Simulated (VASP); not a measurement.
# BaS (P6_3/mmc) in VASP: a series of runs, part 2 of 3

VASP 6.6.1. Earlier steps stand in the parts before.

## 4. Single point, r2SCAN

POSCAR reads:

```
BaS
1.0
    5.3844481214      0.0000000000      0.0000000000
   -2.6922240607      4.6630688585      0.0000000000
    0.0000000000      0.0000000000      6.3816974437
Ba S
2 2
Direct
    0.3333333333      0.6666666667      0.2500000000
    0.6666666667      0.3333333333      0.7500000000
    0.6666666667      0.3333333333      0.2500000000
    0.3333333333      0.6666666667      0.7500000000
```

INCAR.step1 reads:

```
PREC = Accurate
ENCUT = 520
ISMEAR = -1
SIGMA = 0.02
LREAL = False
LASPH = True
NELM = 100
NBANDS = 24
GGA = PE
ALGO = Normal
EDIFF = 1E-4
LWAVE = True
LCHARG = False
```

INCAR.step2 reads:

```
PREC = Accurate
ENCUT = 520
EDIFF = 1E-6
ISMEAR = -1
SIGMA = 0.02
LREAL = False
LASPH = True
NELM = 100
ALGO = Normal
ISIF = 2
LWAVE = False
LCHARG = False
METAGGA = R2SCAN
LMIXTAU = True
NBANDS = 24
ISTART = 1
```

KPOINTS reads:

```
regular mesh
0
Gamma
  6 6 4
```

Potentials or basis: VASP PAW PBE potentials, release 64 (Ba_sv, S).

The run is started by

```sh
> cat potpaw_PBE.64/Ba_sv/POTCAR potpaw_PBE.64/S/POTCAR > POTCAR
> cp INCAR.step1 INCAR
> mpirun -np 1 vasp_std > vasp.out
> cp INCAR.step2 INCAR
> mpirun -np 1 vasp_std > vasp.out
```

OUTCAR:

```text
PREC = Accurate
   ENCUT = 520
   EDIFF = 1E-6
   ISMEAR = -1
   LREAL = False
   LASPH = True
   NELM = 100
   ISIF = 2
   METAGGA = R2SCAN
   ISTART = 1

 ion  position               nearest neighbor table
   1  0.333  0.667  0.250-   3 3.11   3 3.11   3 3.11   4 3.19   4 3.19   2 4.45   2 4.45   2 4.45
                             2 4.45   2 4.45   2 4.45
   2  0.667  0.333  0.750-   4 3.11   4 3.11   4 3.11   3 3.19   3 3.19   1 4.45   1 4.45   1 4.45
                             1 4.45   1 4.45   1 4.45
   3  0.667  0.333  0.250-   1 3.11   1 3.11   1 3.11   2 3.19   2 3.19
   4  0.333  0.667  0.750-   2 3.11   2 3.11   2 3.11   1 3.19   1 3.19

  LATTYP: Found a hexagonal cell.
 ALAT       =     5.3844481214
 C/A-ratio  =     1.1852091988

  Lattice vectors:

 A1 = (   5.3844481214,   0.0000000000,   0.0000000000)
 A2 = (  -2.6922240607,   4.6630688585,   0.0000000000)
 A3 = (   0.0000000000,   0.0000000000,   6.3816974437)

Analysis of symmetry for initial positions (statically):
=====================================================================
 Subroutine PRICEL returns:
 Original cell was already a primitive cell.

 Routine SETGRP: Setting up the symmetry group for a
 hexagonal supercell.

 Subroutine GETGRP returns: Found 24 space group operations
 (whereof 12 operations were pure point group operations)
 out of a pool of 24 trial point group operations.

The static configuration has the point symmetry D_3d.
 The point group associated with its full space group is D_6h.

Analysis of symmetry for dynamics (positions and initial velocities):
=====================================================================
 Subroutine PRICEL returns:
 Original cell was already a primitive cell.

 Routine SETGRP: Setting up the symmetry group for a
 hexagonal supercell.

 Subroutine GETGRP returns: Found 24 space group operations
 (whereof 12 operations were pure point group operations)
 out of a pool of 24 trial point group operations.

The dynamic configuration has the point symmetry D_3d.
 The point group associated with its full space group is D_6h.

 Subroutine INISYM returns: Found 24 space group operations
 (whereof 12 operations are pure point group operations),
 and found     1 'primitive' translations

----------------------------------------------------------------------------------------

                                     Primitive cell

  volume of cell :     160.2320

  direct lattice vectors                    reciprocal lattice vectors
     5.384448121  0.000000000  0.000000000     0.185720055  0.107225524  0.000000000
    -2.692224061  4.663068858  0.000000000     0.000000000  0.214451047  0.000000000
     0.000000000  0.000000000  6.381697444     0.000000000  0.000000000  0.156698121

  length of vectors
     5.384448121  5.384448121  6.381697444     0.214451047  0.214451047  0.156698121

  position of ions in fractional coordinates (direct lattice)
     0.333333333  0.666666667  0.250000000
     0.666666667  0.333333333  0.750000000
     0.666666667  0.333333333  0.250000000
     0.333333333  0.666666667  0.750000000

  ion indices of the primitive-cell ions
   primitive index   ion index
                 1           1
                 2           2
[... 23 lines left out ...]

 Subroutine IBZKPT returns following result:
 ===========================================

 Found     21 irreducible k-points:

 Following reciprocal coordinates:
            Coordinates               Weight
  0.000000  0.000000  0.000000      1.000000
  0.166667  0.000000  0.000000      6.000000
  0.333333  0.000000  0.000000      6.000000
  0.500000  0.000000  0.000000      3.000000
  0.166667  0.166667  0.000000      6.000000
  0.333333  0.166667  0.000000     12.000000
[... 13 lines left out ...]
  0.333333  0.166667  0.500000     12.000000
  0.333333  0.333333  0.500000      2.000000
   k-points           NKPTS =     21   k-points in BZ     NKDIM =     21   number of bands    NBANDS=     24
   number of dos      NEDOS =    301   number of ions     NIONS =      4
   total plane-waves  NPLWV =  76800
   dimension x,y,z NGX =    40 NGY =   40 NGZ =   48
   dimension x,y,z NGXF=    80 NGYF=   80 NGZF=   96
   ions per type =               2   2
   NGX,Y,Z   is equivalent  to a cutoff of  12.35, 12.35, 12.50 a.u.
   NGXF,Y,Z  is equivalent  to a cutoff of  24.70, 24.70, 25.01 a.u.
 SYSTEM =  unknown system
   PREC   = accura    normal or accurate (medium, high low for compatibility)
   ISTART =      1    job   : 0-new  1-cont  2-samecut
   ICHARG =      0    charge: 1-file 2-atom 10-const
   ISPIN  =      1    spin polarized calculation?
   LNONCOLLINEAR =      F non collinear calculations
   LSORBIT =      F    spin-orbit coupling
   LASPH  =      T    aspherical Exc in radial PAW
   ENCUT  =  520.0 eV  38.22 Ry    6.18 a.u.  10.01 10.01 11.87*2*pi/ulx,y,z
   NELM   =    100;   NELMIN=  2; NELMDL=  0     # of ELM steps
   EDIFF  = 0.1E-05   stopping-criterion for ELM
   LREAL  =      F    real-space projection
   EDIFFG = 0.1E-04   stopping-criterion for IOM
   NSW    =      0    number of steps for IOM
   IBRION =     -1    ionic relax: 0-MD 1-quasi-New 2-CG
   NFREE  =      0    steps in history (QN), initial steepest desc. (CG)
   ISIF   =      2    stress and relaxation
   ISYM   =      2    0-nonsym 1-usesym 2-fastsym
   POTIM  = 0.5000    time-step for ionic-motion
   TEBEG  =    0.0;   TEEND  =   0.0 temperature during run
   PSTRESS=    0.0 pullay stress
   NELECT =      32.0000    total number of electrons
   NUPDOWN=      -1.0000    fix difference up-down
   EMIN   =  10.00;   EMAX   =-10.00  energy-range for DOS
   EFERMI =   0.00;   METHOD = LEGACY
   ISMEAR =    -1;   SIGMA  =   0.02  broadening in eV -4-tet -1-fermi 0-gaus
   EFERMI_NEDOS =   21; number of points for ismear=-14 and -15
   IALGO  =     38    algorithm
   IMIX   =      4    mixing-type and parameters
     AMIX     =   0.40;   BMIX     =  1.00
     AMIX_MAG =   1.60;   BMIX_MAG =  1.00
  volume/ion in A,a.u.               =      40.06       270.32
  Fermi-wavevector in a.u.,A,eV,Ry     =   0.956919  1.808314 12.458767  0.915694
  Thomas-Fermi vector in A             =   2.085890
   LORBIT       =      0    0 simple, 1 ext, 2 COOP (PROOUT), +10 PAW based schemes
   METAGGA = R2SCAN    functional components
   LHFCALC =     F    Hartree Fock is set to
   AEXX    =    0.0000 exact exchange contribution
   IVDW    =     0    specifies the selected vdW correction
   LEPSILON=     F    determine dielectric tensor
   LRPA    =     F    only Hartree local field effects (RPA)
 non-spin polarized calculation
  energy-cutoff  :      520.00
  volume of cell :      160.23
 maximum number of plane-waves:      4341
   NGX = 21   NGY = 21   NGZ = 23

 number of electron      31.9999998 magnetization

 Free energy of the ion-electron system (eV)
  ---------------------------------------------------
  ext. energy  EPLUGINS =         0.00000000
  ---------------------------------------------------
  free energy    TOTEN  =       -77.86715684 eV

  energy without entropy =      -77.86715684  energy(sigma->0) =      -77.86715684

 E-fermi :   0.6715     XC(G=0):  -7.9665

 val. band max:        0.2159795022   @ k =   0.0000   0.0000   0.0000
 cond. band min:       3.0373045024   @ k =   0.3333   0.3333   0.0000
 fundamental gap:      2.8213250002
 Fermi energy:         0.6714989319

 k-point     1 :       0.0000    0.0000    0.0000
  band No.  band energies     occupation
      1     -26.7967      2.00000
      2     -26.7427      2.00000
      3     -11.8421      2.00000
      4     -11.6879      2.00000
      5     -11.6879      2.00000
      6     -11.5320      2.00000
[... 556 lines left out ...]
     23       6.9159      0.00000
     24       6.9159      0.00000

------------------------ aborting loop because EDIFF is reached ----------------------------------------

  FORCE on cell =-STRESS in cart. coord.  units (eV):
  Direction    XX          YY          ZZ          XY          YZ          ZX
  --------------------------------------------------------------------------------------
  -------------------------------------------------------------------------------------
  Total        0.3714605      0.3714605      0.5118541      0.0000000      0.0000000      0.0000000
  in kB        3.7142745      3.7142745      5.1180850      0.0000000      0.0000000      0.0000000
  external PRESSURE =       4.1822114 kB  Pullay stress =       0.0000000 kB

 VOLUME and BASIS-vectors are now :
 -----------------------------------------------------------------------------
  energy-cutoff  :      520.00
  volume of cell :      160.23
      direct lattice vectors                 reciprocal lattice vectors
     5.384448121  0.000000000  0.000000000     0.185720055  0.107225524  0.000000000
    -2.692224061  4.663068858  0.000000000     0.000000000  0.214451047  0.000000000
     0.000000000  0.000000000  6.381697444     0.000000000  0.000000000  0.156698121

 POSITION                                       TOTAL-FORCE (eV/Angst)
 -----------------------------------------------------------------------------------
     -0.00000      3.10871      1.59542        -0.000000     -0.000000     -0.000000
      2.69222      1.55436      4.78627         0.000000     -0.000000     -0.000000
      2.69222      1.55436      1.59542         0.000000      0.000000      0.000000
     -0.00000      3.10871      4.78627        -0.000000      0.000000      0.000000
 -----------------------------------------------------------------------------------
    total drift:                               -0.000000      0.000000     -0.000000

  FREE ENERGIE OF THE ION-ELECTRON SYSTEM (eV)
  ---------------------------------------------------
  free  energy   TOTEN  =       -77.8671568401 eV

  energy  without entropy=      -77.8671568401  energy(sigma->0) =      -77.86715684
```

Wall time 10 min (1 thread of Oxide Virtual Turin-like, shared host); peak memory 0.29 GiB.

What came out:

| Item | Value |
| --- | --- |
| Free energy | -77.8672 eV |
| Pressure | 0.4 GPa |
| Band gap on the k mesh | 2.82 eV, indirect (least direct gap 2.97 eV) |

Stress tensor (GPa, compression positive):
```
0.37 0.00 0.00
0.00 0.37 0.00
0.00 0.00 0.51
```

Caveat: the PAW data sets were made with another functional, which shifts forces and pressure a little; spin-orbit coupling is left out, which moves the levels of the heavy elements. r2SCAN opens gaps a little over a GGA but as a rule still falls short of measured ones.

## 5. Single point, r2SCAN

POSCAR is that of step 4.

INCAR.step1 reads:

```
SYSTEM = BaS
ALGO = Normal
EDIFF = 1E-4
ENCUT = 520
GGA = PE
ISMEAR = 0
LASPH = .True.
LCHARG = .False.
LREAL = .False.
LWAVE = .True.
NBANDS = 24
NELM = 80
PREC = Accurate
SIGMA = 0.01
```

INCAR.step2 reads:

```
SYSTEM = BaS
ALGO = Normal
EDIFF = 1E-6
ENCUT = 520
ISIF = 2
ISMEAR = 0
ISTART = 1
LASPH = .True.
LCHARG = .False.
LMIXTAU = .True.
LREAL = .False.
LWAVE = .False.
METAGGA = R2SCAN
NBANDS = 24
NELM = 80
PREC = Accurate
SIGMA = 0.01
```

KPOINTS reads:

```
k-points
0
Gamma
  6 6 4
  0 0 0
```

Potentials or basis: VASP PAW PBE potentials, release 64 (Ba_sv, S).

The run is started by

```sh
> cat potpaw_PBE.64/Ba_sv/POTCAR potpaw_PBE.64/S/POTCAR > POTCAR
> cp INCAR.step1 INCAR
> mpirun -np 1 vasp_std > vasp.out
> cp INCAR.step2 INCAR
> mpirun -np 1 vasp_std > vasp.out
```

OUTCAR:

```text
SYSTEM = BaS
   EDIFF = 1E-6
   ENCUT = 520
   ISIF = 2
   ISMEAR = 0
   ISTART = 1
   LASPH = .True.
   LREAL = .False.
   METAGGA = R2SCAN
   NELM = 80
   PREC = Accurate

 ion  position               nearest neighbor table
   1  0.333  0.667  0.250-   3 3.11   3 3.11   3 3.11   4 3.19   4 3.19   2 4.45   2 4.45   2 4.45
                             2 4.45   2 4.45   2 4.45
   2  0.667  0.333  0.750-   4 3.11   4 3.11   4 3.11   3 3.19   3 3.19   1 4.45   1 4.45   1 4.45
                             1 4.45   1 4.45   1 4.45
   3  0.667  0.333  0.250-   1 3.11   1 3.11   1 3.11   2 3.19   2 3.19
[... 766 lines left out ...]
  --------------------------------------------------------------------------------------
  -------------------------------------------------------------------------------------
  Total        0.3714605      0.3714605      0.5118541      0.0000000      0.0000000      0.0000000
  in kB        3.7142746      3.7142746      5.1180850      0.0000000      0.0000000      0.0000000
  external PRESSURE =       4.1822114 kB  Pullay stress =       0.0000000 kB

 VOLUME and BASIS-vectors are now :
 -----------------------------------------------------------------------------
  energy-cutoff  :      520.00
  volume of cell :      160.23
      direct lattice vectors                 reciprocal lattice vectors
     5.384448121  0.000000000  0.000000000     0.185720055  0.107225524  0.000000000
    -2.692224061  4.663068858  0.000000000     0.000000000  0.214451047  0.000000000
     0.000000000  0.000000000  6.381697444     0.000000000  0.000000000  0.156698121

 POSITION                                       TOTAL-FORCE (eV/Angst)
 -----------------------------------------------------------------------------------
     -0.00000      3.10871      1.59542         0.000000     -0.000000     -0.000000
      2.69222      1.55436      4.78627         0.000000      0.000000     -0.000000
      2.69222      1.55436      1.59542        -0.000000     -0.000000      0.000000
     -0.00000      3.10871      4.78627        -0.000000      0.000000     -0.000000
 -----------------------------------------------------------------------------------
    total drift:                               -0.000000      0.000000     -0.000000

  FREE ENERGIE OF THE ION-ELECTRON SYSTEM (eV)
  ---------------------------------------------------
  free  energy   TOTEN  =       -77.8671568401 eV

  energy  without entropy=      -77.8671568401  energy(sigma->0) =      -77.86715684
```

OSZICAR.step1:

```text
N       E                     dE             d eps       ncg     rms          rms(c)
DAV:   1     0.227857534895E+03    0.22786E+03   -0.13171E+04  1008   0.112E+03
DAV:   2    -0.333097887848E+01   -0.23119E+03   -0.21672E+03  1400   0.217E+02
DAV:   3    -0.210431608006E+02   -0.17712E+02   -0.17589E+02  1352   0.672E+01
DAV:   4    -0.216393894923E+02   -0.59623E+00   -0.59575E+00  1624   0.109E+01
DAV:   5    -0.216453118869E+02   -0.59224E-02   -0.59216E-02  1280   0.116E+00    0.693E+00
DAV:   6    -0.200408530995E+02    0.16045E+01   -0.32718E+00  1240   0.712E+00    0.476E+00
DAV:   7    -0.199592588381E+02    0.81594E-01   -0.96297E-01  1424   0.362E+00    0.323E+00
DAV:   8    -0.199605371036E+02   -0.12783E-02   -0.72037E-02  1280   0.132E+00    0.144E+00
DAV:   9    -0.199757115034E+02   -0.15174E-01   -0.33506E-02  1200   0.105E+00    0.348E-01
DAV:  10    -0.199816159186E+02   -0.59044E-02   -0.32000E-03  1320   0.259E-01    0.119E-01
DAV:  11    -0.199855522643E+02   -0.39363E-02   -0.47619E-03  1088   0.302E-01    0.606E-02
DAV:  12    -0.199857638270E+02   -0.21156E-03   -0.72837E-04  1176   0.970E-02    0.302E-02
DAV:  13    -0.199858299374E+02   -0.66110E-04   -0.10142E-04   936   0.472E-02
   1 F= -.19985830E+02 E0= -.19985830E+02  d E =-.806912E-35
```

It took 8.8 min on 1 thread of Oxide Virtual Turin-like, shared host; peak memory 0.29 GiB.

What came out:

```yaml
Free_energy: -77.8672 eV
Pressure: 0.4 GPa
Band_gap_on_the_k_mesh: 2.82 eV, indirect (least direct gap 2.97 eV)
```

Levels at points of the mesh, in eV from the valence-band top:
| k point | band 12 | band 13 | band 14 | band 15 | band 16 | band 17 | band 18 | band 19 | band 20 | band 21 |
| --- | --- | --- | --- | --- | --- | --- | --- | --- | --- | --- |
| (0.00, 0.00, 0.00) | -0.94 | -0.88 | -0.88 | -0.43 | 0.00 | 3.08 | 4.14 | 4.14 | 5.37 | 6.03 |
| (0.50, 0.00, 0.00) | -0.84 | -0.49 | -0.41 | -0.33 | -0.32 | 3.52 | 3.70 | 3.85 | 5.51 | 5.76 |
| (0.00, 0.00, 0.50) | -1.23 | -1.01 | -1.01 | -1.01 | -1.01 | 4.10 | 4.10 | 5.99 | 5.99 | 5.99 |
| (0.50, 0.00, 0.50) | -1.51 | -0.86 | -0.86 | -0.52 | -0.52 | 4.19 | 4.19 | 5.42 | 5.42 | 6.11 |

Caveat: the PAW data sets were made with another functional, which shifts forces and pressure a little; spin-orbit coupling is left out, which moves the levels of the heavy elements.

[end of part 2 of 3]
